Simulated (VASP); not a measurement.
A run of VASP 6.6.1 is set up as follows.

The input INCAR:

```
ALGO = Normal
EDIFF = 1E-6
EDIFFG = -0.05
ENCUT = 600
GGA = PS
IBRION = 2
ISIF = 3
ISMEAR = -1
ISPIN = 2
LASPH = True
LCHARG = False
LMAXMIX = 4
LORBIT = 11
LREAL = False
LWAVE = False
MAGMOM = 1.5
NELM = 150
NSW = 80
PREC = Accurate
SIGMA = 0.05
```

Contents of KPOINTS:

```
k-points
0
Gamma
  15 15 15
```

The input POSCAR:

```
Ni
1.0
    0.0000000000      1.7619350000      1.7619350000
    1.7619350000      0.0000000000      1.7619350000
    1.7619350000      1.7619350000      0.0000000000
Ni
1
Direct
    0.0000000000      0.0000000000      0.0000000000
```

Potentials or basis: VASP PAW PBE potentials, release 64 (Ni).

The run is started by

```sh
$ cat potpaw_PBE.64/Ni/POTCAR > POTCAR
$ mpirun -np 1 vasp_std > vasp.out
```

(1) What does it give for the site moments?

(2) Estimate the relaxed cell.

Results:

(1) Ni +0.64 μB.

(2) a = 2.449 Å, b = 2.449 Å, c = 2.449 Å, α = 60.00°, β = 60.00°, γ = 60.00°.
